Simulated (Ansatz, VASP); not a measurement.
## B: VASP beside Ansatz

```
CELL_PARAMETERS angstrom
0.00000 2.07109 2.07109
2.07109 0.00000 2.07109
2.07109 2.07109 0.00000
ATOMIC_POSITIONS crystal
B 0.12500 0.12500 0.12500
B 0.87500 0.87500 0.87500
```

Alike in both runs: task single point; functional BLYP; k mesh 15 × 15 × 15; occupations fermi-dirac, width 0.1 eV; no spin polarisation.

```csv
,VASP,Ansatz
version,VASP 6.6.1,Ansatz 0.2.0
potentials or method,"VASP PAW PBE potentials, release 64 (B), cutoff 520 eV","plane waves (420 eV) with PAW, scalar-relativistic"
valence electrons in the cell,6,6
```

|  | VASP | Ansatz | Ansatz less VASP |
| --- | --- | --- | --- |
| pressure (GPa) | -6.0 | -6.0 | -0.01 |

VASP's potentials were made for PBE, not for BLYP. With one functional, cell and mesh, what is left measures potentials, basis and numerics.
